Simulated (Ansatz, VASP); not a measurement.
One calculation of Ru, two programs

```
CELL_PARAMETERS angstrom
2.69744 0.00000 0.00000
-1.34872 2.33605 0.00000
0.00000 0.00000 4.36985
ATOMIC_POSITIONS crystal
Ru 0.33333 0.66667 0.25000
Ru 0.66667 0.33333 0.75000
```

Alike in both runs: task relaxation of cell and atoms; functional PBE; k mesh 18 × 18 × 10; occupations fermi-dirac, width 0.08 eV; no spin polarisation.

|  | VASP | Ansatz |
| --- | --- | --- |
| version | VASP 6.6.1 | Ansatz 0.2.0 |
| potentials or method | VASP PAW PBE potentials, release 64 (Ru_pv) | PAW with Ansatz's default frozen-core files, scalar-relativistic |
| plane-wave cutoff (eV) | 600 | 420 |
| valence electrons in the cell | 28 | 32 |

VASP gave:

| Item | Value |
| --- | --- |
| relaxed volume (Å³/atom) | 13.77 |
| relaxed length of the cell vector where the two differ most in proportion (Å) | 2.720 |

Q: What did Ansatz give for the same quantities?

A: Relaxed volume (Å³/atom): 13.77; relaxed length of the cell vector where the two differ most in proportion (Å): 2.721.

VASP's potentials hold 28 valence electrons a cell and Ansatz's 32, so a difference there can come from the potentials and not from the codes.
